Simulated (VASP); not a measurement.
# As (P6_3/mmc) in VASP: further runs

The runs below take As through single point, relaxation of cell and atoms, with PBEsol.

All numbers are computed with VASP 6.6.1; they aren't measurements. Logs are shortened: lines on timing, memory, paths and dates and some standing lists are left out, and cuts for length are marked.

**1. The cell of the first run**

The structure is hexagonal, space group P6_3/mmc (No. 194). The conventional cell has a = 2.681 Å, b = 2.681 Å, c = 4.249 Å, α = 90.00°, β = 90.00°, γ = 120.00°. Within 3.5 Å of As (site symmetry -6m2) lie 12 As at 2.63 to 2.68 Å.

**2. Single point, PBEsol**

INCAR reads:

```
PREC = Accurate ; ENCUT = 520
EDIFF = 1E-6 ; ISMEAR = -1
SIGMA = 0.1 ; LREAL = F
LASPH = T ; NELM = 60
ALGO = Normal ; ISIF = 2
LWAVE = F ; LCHARG = F
GGA = PS ; NBANDS = 12
```

KPOINTS reads:

```
regular mesh
0
Gamma
  8 8 5
```

POSCAR reads:

```
As
1.0
    2.6806406751      0.0000000000      0.0000000000
   -1.3403203376      2.3215029231      0.0000000000
    0.0000000000      0.0000000000      4.2486123300
As
2
Direct
    0.3333333333      0.6666666667      0.2500000000
    0.6666666667      0.3333333333      0.7500000000
```

Potentials or basis: VASP PAW PBE potentials, release 64 (As).

Launch:

```console
$ cat potpaw_PBE.64/As/POTCAR > POTCAR
$ mpirun -np 1 vasp_std > vasp.out
```

OUTCAR:

```text
PREC = Accurate
   ENCUT = 520
   EDIFF = 1E-6
   ISMEAR = -1
   LREAL = F
   LASPH = T
   NELM = 60
   ISIF = 2
   GGA = PS

 ion  position               nearest neighbor table
   1  0.333  0.667  0.250-   2 2.63   2 2.63   2 2.63   2 2.63   2 2.63   2 2.63
   2  0.667  0.333  0.750-   1 2.63   1 2.63   1 2.63   1 2.63   1 2.63   1 2.63

  LATTYP: Found a hexagonal cell.
 ALAT       =     2.6806406751
 C/A-ratio  =     1.5849242196

  Lattice vectors:

 A1 = (   2.6806406751,   0.0000000000,   0.0000000000)
 A2 = (  -1.3403203376,   2.3215029231,   0.0000000000)
 A3 = (   0.0000000000,   0.0000000000,   4.2486123300)

Analysis of symmetry for initial positions (statically):
=====================================================================
 Subroutine PRICEL returns:
 Original cell was already a primitive cell.

 Routine SETGRP: Setting up the symmetry group for a
 hexagonal supercell.

 Subroutine GETGRP returns: Found 24 space group operations
 (whereof 12 operations were pure point group operations)
 out of a pool of 24 trial point group operations.

The static configuration has the point symmetry D_3d.
 The point group associated with its full space group is D_6h.

Analysis of symmetry for dynamics (positions and initial velocities):
=====================================================================
 Subroutine PRICEL returns:
 Original cell was already a primitive cell.

 Routine SETGRP: Setting up the symmetry group for a
 hexagonal supercell.

 Subroutine GETGRP returns: Found 24 space group operations
 (whereof 12 operations were pure point group operations)
 out of a pool of 24 trial point group operations.

The dynamic configuration has the point symmetry D_3d.
 The point group associated with its full space group is D_6h.

 Subroutine INISYM returns: Found 24 space group operations
 (whereof 12 operations are pure point group operations),
 and found     1 'primitive' translations

----------------------------------------------------------------------------------------

                                     Primitive cell

  volume of cell :      26.4396

  direct lattice vectors                    reciprocal lattice vectors
     2.680640675  0.000000000  0.000000000     0.373045149  0.215377717  0.000000000
    -1.340320338  2.321502923  0.000000000     0.000000000  0.430755434  0.000000000
     0.000000000  0.000000000  4.248612330     0.000000000  0.000000000  0.235370969

  length of vectors
[... 85 lines left out ...]
   NSW    =      0    number of steps for IOM
   IBRION =     -1    ionic relax: 0-MD 1-quasi-New 2-CG
   NFREE  =      0    steps in history (QN), initial steepest desc. (CG)
   ISIF   =      2    stress and relaxation
   ISYM   =      2    0-nonsym 1-usesym 2-fastsym
   POTIM  = 0.5000    time-step for ionic-motion
   TEBEG  =    0.0;   TEEND  =   0.0 temperature during run
   PSTRESS=    0.0 pullay stress
   NELECT =      10.0000    total number of electrons
   NUPDOWN=      -1.0000    fix difference up-down
   EMIN   =  10.00;   EMAX   =-10.00  energy-range for DOS
   EFERMI =   0.00;   METHOD = LEGACY
   ISMEAR =    -1;   SIGMA  =   0.10  broadening in eV -4-tet -1-fermi 0-gaus
   EFERMI_NEDOS =   21; number of points for ismear=-14 and -15
   IALGO  =     38    algorithm
   IMIX   =      4    mixing-type and parameters
     AMIX     =   0.40;   BMIX     =  1.00
     AMIX_MAG =   1.60;   BMIX_MAG =  1.00
  volume/ion in A,a.u.               =      13.22        89.21
  Fermi-wavevector in a.u.,A,eV,Ry     =   1.183922  2.237289 19.070904  1.401672
  Thomas-Fermi vector in A             =   2.320147
   LORBIT       =      0    0 simple, 1 ext, 2 COOP (PROOUT), +10 PAW based schemes
   GGA     = PS    functional components
   LHFCALC =     F    Hartree Fock is set to
   AEXX    =    0.0000 exact exchange contribution
   IVDW    =     0    specifies the selected vdW correction
   LEPSILON=     F    determine dielectric tensor
   LRPA    =     F    only Hartree local field effects (RPA)
 non-spin polarized calculation
  energy-cutoff  :      520.00
  volume of cell :       26.44
 maximum number of plane-waves:       723
 NGX is ok and might be reduce to    20
   NGX =  9   NGY =  9   NGZ = 15

 number of electron      10.0000001 magnetization

 Free energy of the ion-electron system (eV)
  ---------------------------------------------------
  ext. energy  EPLUGINS =         0.00000000
  ---------------------------------------------------
  free energy    TOTEN  =        -7.86863691 eV

  energy without entropy =       -7.83610677  energy(sigma->0) =       -7.85237184

 E-fermi :  11.2981     XC(G=0): -12.5182

 val. band max:       11.1812168467   @ k =   0.2500   0.1250   0.2000
 cond. band min:      11.3887404411   @ k =   0.3750   0.1250   0.4000
 fundamental gap:      0.2075235944
 Fermi energy:        11.2981084522

 k-point     1 :       0.0000    0.0000    0.0000
  band No.  band energies     occupation
      1      -7.8635      2.00000
      2      -0.2780      2.00000
      3       1.4938      2.00000
      4      16.9345      0.00000
      5      16.9345      0.00000
      6      19.5444      0.00000
      7      19.5444      0.00000
      8      21.4406      0.00000
      9      22.7253      0.00000
     10      24.0638      0.00000
     11      25.5425      0.00000
     12      25.5425      0.00000
[... 331 lines left out ...]
 k-point    24 :       0.3750    0.0000    0.4000
  band No.  band energies     occupation
      1      -2.6477      2.00000
      2      -1.0079      2.00000
      3       4.5904      2.00000
      4       6.1975      2.00000
      5      12.2304      0.00018
      6      13.3909      0.00000
      7      14.9788      0.00000
      8      15.5298      0.00000
      9      18.1785      0.00000
     10      19.7558      0.00000
     11      21.2397      0.00000
     12      25.0949      0.00000

 [... further k-points ...]
[... 5 lines left out ...]
  --------------------------------------------------------------------------------------
  -------------------------------------------------------------------------------------
  Total       10.1903189     10.1903189     10.2104347     -0.0000000     -0.0000000      0.0000000
  in kB      617.5091747    617.5091747    618.7281417     -0.0000000     -0.0000000      0.0000000
  external PRESSURE =     617.9154970 kB  Pullay stress =       0.0000000 kB

 VOLUME and BASIS-vectors are now :
 -----------------------------------------------------------------------------
  energy-cutoff  :      520.00
  volume of cell :       26.44
      direct lattice vectors                 reciprocal lattice vectors
     2.680640675  0.000000000  0.000000000     0.373045149  0.215377717  0.000000000
    -1.340320338  2.321502923  0.000000000     0.000000000  0.430755434  0.000000000
     0.000000000  0.000000000  4.248612330     0.000000000  0.000000000  0.235370969

 POSITION                                       TOTAL-FORCE (eV/Angst)
 -----------------------------------------------------------------------------------
     -0.00000      1.54767      1.06215        -0.000000     -0.000000      0.000000
      1.34032      0.77383      3.18646         0.000000      0.000000      0.000000
 -----------------------------------------------------------------------------------
    total drift:                               -0.000000      0.000000      0.000000

  FREE ENERGIE OF THE ION-ELECTRON SYSTEM (eV)
  ---------------------------------------------------
  free  energy   TOTEN  =        -7.8686369148 eV

  energy  without entropy=       -7.8361067730  energy(sigma->0) =       -7.85237184
```

Run time: 7.5 s. Hardware: 1 thread of Intel Xeon Platinum 8488C (Sapphire Rapids), shared host; peak memory 0.13 GiB.

Results:

```yaml
Free_energy: -7.8686 eV
Pressure: 61.8 GPa
Band_gap_on_the_k_mesh: zero (band 5 reaches 17.95 eV, above the bottom of band 6 at 7.57 eV)
```

Stress tensor (GPa, compression positive):
```
61.75  0.00  0.00
 0.00 61.75  0.00
 0.00  0.00 61.87
```

Caveat: the PAW data sets were made with another functional, which shifts forces and pressure a little.

**3. Single point, PBEsol**

This run uses another cell than the first one, of 14.22 Å³/atom, 1.076 times its volume.

INCAR reads:

```
ALGO = Normal
EDIFF = 1E-6
ENCUT = 520
GGA = PS
ISIF = 2
ISMEAR = -1
LASPH = T
LCHARG = T
LELF = T
LREAL = F
LVHAR = T
LWAVE = F
NBANDS = 12
NELM = 100
PREC = Accurate
SIGMA = 0.1
```

KPOINTS reads:

```
k-points
0
Gamma
  8 8 5
```

POSCAR reads:

```
As
1.0
    2.7428363706      0.0000000000      0.0000000000
   -1.3714181853      2.3753659754      0.0000000000
    0.0000000000      0.0000000000      4.3658599983
As
2
Direct
    0.3333333333      0.6666666667      0.2500000000
    0.6666666667      0.3333333333      0.7500000000
```

Potentials or basis: VASP PAW PBE potentials, release 64 (As).

Launch:

```console
$ cat potpaw_PBE.64/As/POTCAR > POTCAR
$ mpirun -np 1 vasp_std > vasp.out
```

OUTCAR:

```text
EDIFF = 1E-6
   ENCUT = 520
   GGA = PS
   ISIF = 2
   ISMEAR = -1
   LASPH = T
   LREAL = F
   NELM = 100
   PREC = Accurate

 ion  position               nearest neighbor table
   1  0.333  0.667  0.250-   2 2.70   2 2.70   2 2.70   2 2.70   2 2.70   2 2.70
   2  0.667  0.333  0.750-   1 2.70   1 2.70   1 2.70   1 2.70   1 2.70   1 2.70

  LATTYP: Found a hexagonal cell.
 ALAT       =     2.7428363706
 C/A-ratio  =     1.5917318456

  Lattice vectors:

 A1 = (   2.7428363706,   0.0000000000,   0.0000000000)
 A2 = (  -1.3714181853,   2.3753659754,   0.0000000000)
 A3 = (   0.0000000000,   0.0000000000,   4.3658599983)

Analysis of symmetry for initial positions (statically):
=====================================================================
 Subroutine PRICEL returns:
 Original cell was already a primitive cell.

 Routine SETGRP: Setting up the symmetry group for a
 hexagonal supercell.

 Subroutine GETGRP returns: Found 24 space group operations
 (whereof 12 operations were pure point group operations)
 out of a pool of 24 trial point group operations.

[... 169 lines left out ...]
 fundamental gap:      0.0847995689
 Fermi energy:        10.2077353330

 k-point     1 :       0.0000    0.0000    0.0000
  band No.  band energies     occupation
      1      -8.0436      2.00000
      2      -1.1484      2.00000
      3       1.0688      2.00000
      4      15.4506      0.00000
      5      15.4506      0.00000
      6      17.8939      0.00000
      7      17.8939      0.00000
      8      19.3399      0.00000
      9      21.1433      0.00000
     10      22.7655      0.00000
     11      23.9078      0.00000
     12      23.9078      0.00000
[... 331 lines left out ...]
 k-point    24 :       0.3750    0.0000    0.4000
  band No.  band energies     occupation
      1      -3.1430      2.00000
      2      -1.6300      2.00000
      3       3.8519      2.00000
      4       5.3391      2.00000
      5      10.9491      0.00120
      6      12.2073      0.00000
      7      13.6651      0.00000
      8      14.0356      0.00000
      9      16.9935      0.00000
     10      18.5407      0.00000
     11      19.7728      0.00000
     12      23.3957      0.00000

 [... further k-points ...]
[... 5 lines left out ...]
  --------------------------------------------------------------------------------------
  -------------------------------------------------------------------------------------
  Total        7.3093800      7.3093800      7.3048122      0.0000000      0.0000000     -0.0000000
  in kB      411.7094978    411.7094978    411.4522114      0.0000000      0.0000000     -0.0000000
  external PRESSURE =     411.6237357 kB  Pullay stress =       0.0000000 kB

 VOLUME and BASIS-vectors are now :
 -----------------------------------------------------------------------------
  energy-cutoff  :      520.00
  volume of cell :       28.44
      direct lattice vectors                 reciprocal lattice vectors
     2.742836371  0.000000000  0.000000000     0.364586094  0.210493880  0.000000000
    -1.371418185  2.375365975  0.000000000     0.000000000  0.420987760  0.000000000
     0.000000000  0.000000000  4.365859998     0.000000000  0.000000000  0.229049947

 POSITION                                       TOTAL-FORCE (eV/Angst)
 -----------------------------------------------------------------------------------
     -0.00000      1.58358      1.09146        -0.000000     -0.000000      0.000000
      1.37142      0.79179      3.27439         0.000000      0.000000      0.000000
 -----------------------------------------------------------------------------------
    total drift:                               -0.000000      0.000000      0.000000

  FREE ENERGIE OF THE ION-ELECTRON SYSTEM (eV)
  ---------------------------------------------------
  free  energy   TOTEN  =        -8.5055833441 eV

  energy  without entropy=       -8.4695272782  energy(sigma->0) =       -8.48755531
```

OSZICAR:

```text
N       E                     dE             d eps       ncg     rms          rms(c)
DAV:   1     0.269374802124E+02    0.26937E+02   -0.44095E+03   728   0.718E+02
DAV:   2    -0.732383066737E+01   -0.34261E+02   -0.32714E+02   976   0.121E+02
DAV:   3    -0.852980713445E+01   -0.12060E+01   -0.11996E+01   912   0.216E+01
DAV:   4    -0.853223313799E+01   -0.24260E-02   -0.24258E-02   832   0.110E+00
DAV:   5    -0.853223448388E+01   -0.13459E-05   -0.13469E-05   852   0.298E-02    0.481E+00
DAV:   6    -0.851530920781E+01    0.16925E-01   -0.10575E-03   852   0.201E-01    0.286E+00
DAV:   7    -0.850557737366E+01    0.97318E-02   -0.25388E-03   784   0.306E-01    0.448E-02
DAV:   8    -0.850558335769E+01   -0.59840E-05   -0.43486E-05   876   0.574E-02    0.186E-02
DAV:   9    -0.850558334406E+01    0.13633E-07   -0.10198E-06   596   0.719E-03
   1 F= -.85055833E+01 E0= -.84875553E+01  d E =-.360561E-01
```

stdout:

```text
POSCAR found type information on POSCAR As
 POSCAR found :  1 types and       2 ions
 scaLAPACK will be used
 -----------------------------------------------------------------------------
|                                                                             |
|                                                                             |
|     You enforced a specific xc type in the INCAR file but a different       |
|     I HOPE YOU KNOW WHAT YOU ARE DOING!                                     |
|                                                                             |
 -----------------------------------------------------------------------------

 LDA part: xc-table for (Slater+PW92), standard interpolation
 POSCAR, INCAR and KPOINTS ok, starting setup
 FFT: planning ... GRIDC
 FFT: planning ... GRID_SOFT
 FFT: planning ... GRID
 WAVECAR not read
 entering main loop
```

Run time: 7.8 s. Hardware: 1 thread of Intel Xeon Platinum 8488C (Sapphire Rapids), shared host; peak memory 0.13 GiB.

Results:

```yaml
Free_energy: -8.5056 eV
Pressure: 41.2 GPa
Band_gap_on_the_k_mesh: zero (band 5 reaches 16.37 eV, above the bottom of band 6 at 6.76 eV)
```

Caveat: the PAW data sets were made with another functional, which shifts forces and pressure a little.

**4. Single point, PBEsol**

This run uses another cell than the first one, of 15.66 Å³/atom, 1.185 times its volume.

INCAR reads:

```
ALGO = Normal
EDIFF = 1E-6
ENCUT = 520
GGA = PS
ISIF = 2
ISMEAR = -1
LASPH = True
LCHARG = False
LREAL = False
LWAVE = False
NBANDS = 12
NELM = 80
PREC = Accurate
SIGMA = 0.1
```

KPOINTS is that of step 3.

POSCAR reads:

```
As
1.0
    2.8269121974      0.0000000000      0.0000000000
   -1.4134560987      2.4481777772      0.0000000000
    0.0000000000      0.0000000000      4.5269205298
As
2
Direct
    0.3333333333      0.6666666667      0.2500000000
    0.6666666667      0.3333333333      0.7500000000
```

Launch:

```console
$ cat potpaw_PBE.64/As/POTCAR > POTCAR
$ mpirun -np 1 vasp_std > vasp.out
```

Wall time 8.7 s (1 thread of Intel Xeon Platinum 8488C (Sapphire Rapids), shared host); peak memory 0.15 GiB.

The run converged. Its results:

| Item | Value |
| --- | --- |
| Free energy | -9.0495 eV |
| Pressure | 20.6 GPa |
| Band gap on the k mesh | zero (band 5 reaches 14.41 eV, above the bottom of band 6 at 5.78 eV) |

Levels at points of the mesh, in eV from the Fermi level:
| k point | band 2 | band 3 | band 4 | band 5 | band 6 | band 7 | band 8 | band 9 |
| --- | --- | --- | --- | --- | --- | --- | --- | --- |
| (0.00, 0.00, 0.00) | -11.12 | -8.33 | 4.74 | 4.74 | 6.94 | 6.94 | 7.90 | 10.31 |
| (0.50, 0.00, 0.00) | -10.28 | -5.27 | -3.93 | -3.36 | -0.71 | 0.37 | 5.09 | 5.19 |

Caveat: the PAW data sets were made with another functional, which shifts forces and pressure a little.

(Continued in part 2 of 2.)
